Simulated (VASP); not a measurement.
A run of VASP 6.6.1 is set up as follows.

Contents of INCAR:

```
SYSTEM = Se
PREC = Accurate
ENCUT = 520
EDIFF = 1E-7
ISMEAR = -1
SIGMA = 0.1
LREAL = .FALSE.
LASPH = .TRUE.
NELM = 80
ALGO = Normal
ISIF = 2
LWAVE = .FALSE.
LCHARG = .TRUE.
GGA = PE
LELF = .TRUE.
LVHAR = .TRUE.
NBANDS = 13
```

KPOINTS

```
regular mesh
0
G
  16 16 16
  0 0 0
```

Contents of POSCAR:

```
Se
1.0
   -2.5680362686      2.5680362686      1.3078014830
    2.5680362686     -2.5680362686      1.3078014830
    2.5680362686      2.5680362686     -1.3078014830
Se
2
Direct
   -0.3750000000     -0.1250000000     -0.2500000000
    0.3750000000      0.1250000000      0.2500000000
```

Potentials or basis: VASP PAW PBE potentials, release 64 (Se).

The run is started by

```bash
$ cat potpaw_PBE.64/Se/POTCAR > POTCAR
$ mpirun -np 1 vasp_std > vasp.out
```

(1) Estimate the band gap on the k mesh.

(2) Estimate the pressure.

Answers

(1) zero (band 6 reaches 11.99 eV, above the bottom of band 7 at 6.66 eV).

(2) 31.7 GPa.
